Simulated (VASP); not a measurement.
# HgTe (Fm-3m) in VASP: further runs

The runs below take HgTe through single point, with PBE.

Program: VASP 6.6.1. These are calculated values, not measurements. Logs are shortened: lines on timing, memory, paths and dates and some standing lists are left out, and cuts for length are marked.

## 1. The cell of the first run

It takes space group Fm-3m (No. 225, cubic). Conventional cell: a = 6.360 Å, b = 6.360 Å, c = 6.360 Å, α = 90.00°, β = 90.00°, γ = 90.00°. Within 4.2 Å of Hg (site symmetry m-3m) lie 6 Te at 3.18 Å. Within 4.2 Å of Te (site symmetry m-3m) lie 6 Hg at 3.18 Å.

## 2. Single point, PBE

Input file INCAR:

```
PREC = Accurate ; ENCUT = 520
EDIFF = 1E-6 ; ISMEAR = -1
SIGMA = 0.03 ; LREAL = False
LASPH = True ; NELM = 80
ALGO = Normal ; ISIF = 2
LWAVE = False ; LCHARG = False
GGA = PE ; NBANDS = 16
```

Input file KPOINTS:

```
Automatic mesh
0
Gamma
  3 3 3
```

Input file POSCAR:

```
HgTe
1.0
    0.0000000000      3.1800000000      3.1800000000
    3.1800000000      0.0000000000      3.1800000000
    3.1800000000      3.1800000000      0.0000000000
Hg Te
1 1
Direct
    0.0000000000      0.0000000000      0.0000000000
    0.5000000000      0.5000000000      0.5000000000
```

Potentials or basis: VASP PAW PBE potentials, release 64 (Hg, Te).

Launch:

```console
> cat potpaw_PBE.64/Hg/POTCAR potpaw_PBE.64/Te/POTCAR > POTCAR
> mpirun -np 1 vasp_std > vasp.out
```

OUTCAR:

```text
PREC = Accurate
   ENCUT = 520
   EDIFF = 1E-6
   ISMEAR = -1
   LREAL = False
   LASPH = True
   NELM = 80
   ISIF = 2
   GGA = PE

 ion  position               nearest neighbor table
   1  0.000  0.000  0.000-   2 3.18   2 3.18   2 3.18   2 3.18   2 3.18   2 3.18
   2  0.500  0.500  0.500-   1 3.18   1 3.18   1 3.18   1 3.18   1 3.18   1 3.18

  LATTYP: Found a face centered cubic cell.
 ALAT       =     6.3600000000

  Lattice vectors:

 A1 = (   0.0000000000,   3.1800000000,   3.1800000000)
 A2 = (   3.1800000000,   0.0000000000,   3.1800000000)
 A3 = (   3.1800000000,   3.1800000000,   0.0000000000)

Analysis of symmetry for initial positions (statically):
=====================================================================
 Subroutine PRICEL returns:
 Original cell was already a primitive cell.

 Routine SETGRP: Setting up the symmetry group for a
 face centered cubic supercell.

 Subroutine GETGRP returns: Found 48 space group operations
 (whereof 48 operations were pure point group operations)
 out of a pool of 48 trial point group operations.

The static configuration has the point symmetry O_h .

Analysis of symmetry for dynamics (positions and initial velocities):
=====================================================================
 Subroutine PRICEL returns:
 Original cell was already a primitive cell.

 Routine SETGRP: Setting up the symmetry group for a
 face centered cubic supercell.

 Subroutine GETGRP returns: Found 48 space group operations
 (whereof 48 operations were pure point group operations)
 out of a pool of 48 trial point group operations.

The dynamic configuration has the point symmetry O_h .

 Subroutine INISYM returns: Found 48 space group operations
 (whereof 48 operations are pure point group operations),
 and found     1 'primitive' translations

----------------------------------------------------------------------------------------

                                     Primitive cell

  volume of cell :      64.3149

  direct lattice vectors                    reciprocal lattice vectors
     0.000000000  3.180000000  3.180000000    -0.157232704  0.157232704  0.157232704
     3.180000000  0.000000000  3.180000000     0.157232704 -0.157232704  0.157232704
     3.180000000  3.180000000  0.000000000     0.157232704  0.157232704 -0.157232704

  length of vectors
     4.497199128  4.497199128  4.497199128     0.272335033  0.272335033  0.272335033

  position of ions in fractional coordinates (direct lattice)
     0.000000000  0.000000000  0.000000000
     0.500000000  0.500000000  0.500000000

  ion indices of the primitive-cell ions
   primitive index   ion index
                 1           1
                 2           2

----------------------------------------------------------------------------------------

 KPOINTS: Automatic mesh

Automatic generation of k-mesh.
 Grid dimensions read from file:
 generate k-points for:    3    3    3

 Generating k-lattice:

  Cartesian coordinates                     Fractional coordinates (reciprocal lattice)
    -0.052410901  0.052410901  0.052410901     0.333333333  0.000000000  0.000000000
     0.052410901 -0.052410901  0.052410901     0.000000000  0.333333333  0.000000000
     0.052410901  0.052410901 -0.052410901     0.000000000  0.000000000  0.333333333

  Length of vectors
     0.090778344  0.090778344  0.090778344

  Shift w.r.t. Gamma in fractional coordinates (k-lattice)
     0.000000000  0.000000000  0.000000000

 Subroutine IBZKPT returns following result:
 ===========================================

 Found      4 irreducible k-points:

 Following reciprocal coordinates:
            Coordinates               Weight
  0.000000  0.000000  0.000000      1.000000
  0.333333  0.000000  0.000000      8.000000
  0.333333  0.333333  0.000000      6.000000
 -0.333333  0.333333  0.000000     12.000000
   k-points           NKPTS =      4   k-points in BZ     NKDIM =      4   number of bands    NBANDS=     16
   number of dos      NEDOS =    301   number of ions     NIONS =      2
   total plane-waves  NPLWV =  46656
   dimension x,y,z NGX =    36 NGY =   36 NGZ =   36
   dimension x,y,z NGXF=    72 NGYF=   72 NGZF=   72
   ions per type =               1   1
   NGX,Y,Z   is equivalent  to a cutoff of  13.31, 13.31, 13.31 a.u.
   NGXF,Y,Z  is equivalent  to a cutoff of  26.62, 26.62, 26.62 a.u.
 SYSTEM =  unknown system
   PREC   = accura    normal or accurate (medium, high low for compatibility)
   ISTART =      0    job   : 0-new  1-cont  2-samecut
   ICHARG =      2    charge: 1-file 2-atom 10-const
   ISPIN  =      1    spin polarized calculation?
   LNONCOLLINEAR =      F non collinear calculations
   LSORBIT =      F    spin-orbit coupling
   LASPH  =      T    aspherical Exc in radial PAW
   ENCUT  =  520.0 eV  38.22 Ry    6.18 a.u.   8.36  8.36  8.36*2*pi/ulx,y,z
   NELM   =     80;   NELMIN=  2; NELMDL= -5     # of ELM steps
   EDIFF  = 0.1E-05   stopping-criterion for ELM
   LREAL  =      F    real-space projection
   EDIFFG = 0.1E-04   stopping-criterion for IOM
   NSW    =      0    number of steps for IOM
   IBRION =     -1    ionic relax: 0-MD 1-quasi-New 2-CG
   NFREE  =      0    steps in history (QN), initial steepest desc. (CG)
   ISIF   =      2    stress and relaxation
   ISYM   =      2    0-nonsym 1-usesym 2-fastsym
   POTIM  = 0.5000    time-step for ionic-motion
   TEBEG  =    0.0;   TEEND  =   0.0 temperature during run
   PSTRESS=    0.0 pullay stress
   NELECT =      18.0000    total number of electrons
   NUPDOWN=      -1.0000    fix difference up-down
   EMIN   =  10.00;   EMAX   =-10.00  energy-range for DOS
   EFERMI =   0.00;   METHOD = LEGACY
   ISMEAR =    -1;   SIGMA  =   0.03  broadening in eV -4-tet -1-fermi 0-gaus
   EFERMI_NEDOS =   21; number of points for ismear=-14 and -15
   IALGO  =     38    algorithm
   IMIX   =      4    mixing-type and parameters
     AMIX     =   0.40;   BMIX     =  1.00
     AMIX_MAG =   1.60;   BMIX_MAG =  1.00
  volume/ion in A,a.u.               =      32.16       217.01
  Fermi-wavevector in a.u.,A,eV,Ry     =   1.070850  2.023613 15.602062  1.146719
  Thomas-Fermi vector in A             =   2.206572
   LORBIT       =      0    0 simple, 1 ext, 2 COOP (PROOUT), +10 PAW based schemes
   GGA     = PE    functional components
   LHFCALC =     F    Hartree Fock is set to
   AEXX    =    0.0000 exact exchange contribution
   IVDW    =     0    specifies the selected vdW correction
   LEPSILON=     F    determine dielectric tensor
   LRPA    =     F    only Hartree local field effects (RPA)
 non-spin polarized calculation
  energy-cutoff  :      520.00
  volume of cell :       64.31
 maximum number of plane-waves:      1759
 NGX is ok and might be reduce to    36
   NGX = 17   NGY = 17   NGZ = 17

 number of electron      17.9999998 magnetization

 Free energy of the ion-electron system (eV)
  ---------------------------------------------------
  ext. energy  EPLUGINS =         0.00000000
  ---------------------------------------------------
  free energy    TOTEN  =        -2.94573041 eV

  energy without entropy =       -2.92136368  energy(sigma->0) =       -2.93354704

 E-fermi :   3.0649     XC(G=0):  -9.2564

 val. band max:        3.0573249878   @ k =   0.3333   0.0000   0.0000
 cond. band min:       3.8330565563   @ k =  -0.3333   0.3333   0.0000
 fundamental gap:      0.7757315685
 Fermi energy:         3.0648644148

 k-point     1 :       0.0000    0.0000    0.0000
  band No.  band energies     occupation
      1      -8.1520      2.00000
      2      -3.1563      2.00000
      3      -3.1563      2.00000
      4      -3.1090      2.00000
      5      -3.1090      2.00000
      6      -3.1090      2.00000
[... 8 lines left out ...]
     15      10.6672      0.00000
     16      10.6672      0.00000

 k-point     2 :       0.3333    0.0000    0.0000
  band No.  band energies     occupation
      1      -7.5411      2.00000
      2      -3.3383      2.00000
      3      -3.3383      2.00000
      4      -3.2303      2.00000
      5      -3.0228      2.00000
      6      -3.0228      2.00000
[... 8 lines left out ...]
     15      12.4830      0.00000
     16      12.4830      0.00000

 k-point     3 :       0.3333    0.3333    0.0000
  band No.  band energies     occupation
      1      -7.5210      2.00000
      2      -3.1774      2.00000
      3      -3.1512      2.00000
      4      -3.1046      2.00000
      5      -2.9967      2.00000
      6      -2.9967      2.00000
[... 8 lines left out ...]
     15      14.3113      0.00000
     16      14.9213      0.00000

 k-point     4 :      -0.3333    0.3333    0.0000
  band No.  band energies     occupation
      1      -7.2706      2.00000
      2      -3.2960      2.00000
      3      -3.2169      2.00000
      4      -3.0697      2.00000
      5      -2.9782      2.00000
      6      -2.8586      2.00000
[... 8 lines left out ...]
     15      12.8971      0.00000
     16      14.5188      0.00000

------------------------ aborting loop because EDIFF is reached ----------------------------------------

  FORCE on cell =-STRESS in cart. coord.  units (eV):
  Direction    XX          YY          ZZ          XY          YZ          ZX
  --------------------------------------------------------------------------------------
  -------------------------------------------------------------------------------------
  Total       -0.8936350     -0.8936350     -0.8936350      0.0000000      0.0000000      0.0000000
  in kB      -22.2617538    -22.2617538    -22.2617538      0.0000000      0.0000000      0.0000000
  external PRESSURE =     -22.2617538 kB  Pullay stress =       0.0000000 kB

 VOLUME and BASIS-vectors are now :
 -----------------------------------------------------------------------------
  energy-cutoff  :      520.00
  volume of cell :       64.31
      direct lattice vectors                 reciprocal lattice vectors
     0.000000000  3.180000000  3.180000000    -0.157232704  0.157232704  0.157232704
     3.180000000  0.000000000  3.180000000     0.157232704 -0.157232704  0.157232704
     3.180000000  3.180000000  0.000000000     0.157232704  0.157232704 -0.157232704

 POSITION                                       TOTAL-FORCE (eV/Angst)
 -----------------------------------------------------------------------------------
      0.00000      0.00000      0.00000        -0.000000      0.000000     -0.000000
      3.18000      3.18000      3.18000         0.000000     -0.000000      0.000000
 -----------------------------------------------------------------------------------
    total drift:                               -0.000000      0.000000      0.000000

  FREE ENERGIE OF THE ION-ELECTRON SYSTEM (eV)
  ---------------------------------------------------
  free  energy   TOTEN  =        -2.9457304102 eV

  energy  without entropy=       -2.9213636765  energy(sigma->0) =       -2.93354704
```

Run time: 5.4 s. Hardware: 1 thread of Intel Xeon 6975P-C, shared host; peak memory 0.2 GiB.

What came out:

```
Free energy            : -2.9457 eV
Pressure               : -2.2 GPa
Band gap on the k mesh : zero (band 9 reaches 3.06 eV, above the bottom of band 10 at 2.46 eV)
```

Caveat: the k points lie up to 0.57 Å⁻¹ apart; spin-orbit coupling is left out, which moves the levels of the heavy elements.

## 3. Single point, PBE

Input file INCAR:

```
  ALGO = Normal
  EDIFF = 1E-6
  ENCUT = 520
  GGA = PE
  ISIF = 2
  ISMEAR = -1
  LASPH = True
  LCHARG = False
  LREAL = False
  LWAVE = False
  NBANDS = 16
  NELM = 100
  PREC = Accurate
  SIGMA = 0.03
```

Input file KPOINTS:

```
k-points
0
Gamma
  5 5 5
```

POSCAR is that of step 2.

Potentials or basis: VASP PAW PBE potentials, release 64 (Hg, Te).

Launch:

```console
> cat potpaw_PBE.64/Hg/POTCAR potpaw_PBE.64/Te/POTCAR > POTCAR
> mpirun -np 1 vasp_std > vasp.out
```

It took 7.2 s on 1 thread of Intel Xeon 6975P-C, shared host; peak memory 0.2 GiB.

The run converged. Its results:

```yaml
Free_energy: -3.2883 eV
Pressure: -3.5 GPa
Band_gap_on_the_k_mesh: zero (band 9 reaches 3.27 eV, above the bottom of band 10 at 1.40 eV)
```

Levels at points of the mesh, in eV from the Fermi level:
```
           k point  band 5  band 6  band 7  band 8  band 9  band 10  band 11  band 12  band 13  band 14
(0.00, 0.00, 0.00)   -6.32   -6.32   -1.47   -0.62   -0.62    -0.62     7.38     7.38     7.38     7.48
```

Caveat: spin-orbit coupling is left out, which moves the levels of the heavy elements.

## 4. Single point, PBE

Input file INCAR:

```
SYSTEM = HgTe
ALGO = Normal
EDIFF = 1E-6
ENCUT = 520
GGA = PE
ISIF = 2
ISMEAR = -1
LASPH = .True.
LCHARG = .False.
LREAL = .False.
LWAVE = .False.
NBANDS = 16
NELM = 80
PREC = Accurate
SIGMA = 0.001
```

Input file KPOINTS:

```
k-points
0
Gamma
  5 5 5
  0 0 0
```

POSCAR is that of step 3.

Launch:

```console
> cat potpaw_PBE.64/Hg/POTCAR potpaw_PBE.64/Te/POTCAR > POTCAR
> mpirun -np 1 vasp_std > vasp.out
```

Run time: 5.8 s. Hardware: 1 thread of Intel Xeon 6975P-C, shared host; peak memory 0.2 GiB.

The run converged. Its results:

| Quantity | Value |
| --- | --- |
| Free energy | -3.2829 eV |
| Pressure | -3.5 GPa |
| Band gap on the k mesh | zero (band 9 reaches 3.27 eV, above the bottom of band 10 at 1.40 eV) |

Levels at points of the mesh, in eV from the Fermi level:
| k point | band 7 | band 8 | band 9 | band 10 | band 11 | band 12 |
| --- | --- | --- | --- | --- | --- | --- |
| (0.00, 0.00, 0.00) | -1.47 | -0.62 | -0.62 | -0.62 | 7.38 | 7.38 |

Caveat: spin-orbit coupling is left out, which moves the levels of the heavy elements.

## 5. Single point, PBE

Input file INCAR:

```
ALGO     = Normal         # electronic algorithm
EDIFF    = 1E-6           # SCF threshold, eV
ENCUT    = 520            # plane-wave cutoff, eV
GGA      = PE             # functional
ISIF     = 2              # what is computed and relaxed
ISMEAR   = -5             # smearing method
LASPH    = T              # aspherical terms in the spheres
LCHARG   = F              # write CHGCAR
LREAL    = F              # projectors in reciprocal space
LWAVE    = F              # write WAVECAR
NBANDS   = 16             # bands
NELM     = 80             # most SCF steps
PREC     = Accurate       # precision mode
SIGMA    = 0.1            # smearing width, eV
```

Input file KPOINTS:

```
k-points
0
Gamma
  5 5 5
```

POSCAR is that of step 4.

Launch:

```console
> cat potpaw_PBE.64/Hg/POTCAR potpaw_PBE.64/Te/POTCAR > POTCAR
> mpirun -np 1 vasp_std > vasp.out
```

It took 9 s on 1 thread of Intel Xeon 6975P-C, shared host; peak memory 0.2 GiB.

It converged, with:

* Free energy: -3.2864 eV
* Pressure: -3.5 GPa
* Band gap on the k mesh: zero (band 9 reaches 3.30 eV, above the bottom of band 10 at 1.43 eV)

Levels at points of the mesh, in eV from the Fermi level:
| k point | band 6 | band 7 | band 8 | band 9 | band 10 | band 11 | band 12 | band 13 |
| --- | --- | --- | --- | --- | --- | --- | --- | --- |
| (0.00, 0.00, 0.00) | -6.17 | -1.28 | -0.39 | -0.39 | -0.39 | 7.56 | 7.56 | 7.56 |

Caveat: spin-orbit coupling is left out, which moves the levels of the heavy elements; tetrahedron occupations give inexact forces and stress in metals.

[end of part 1 of 2]
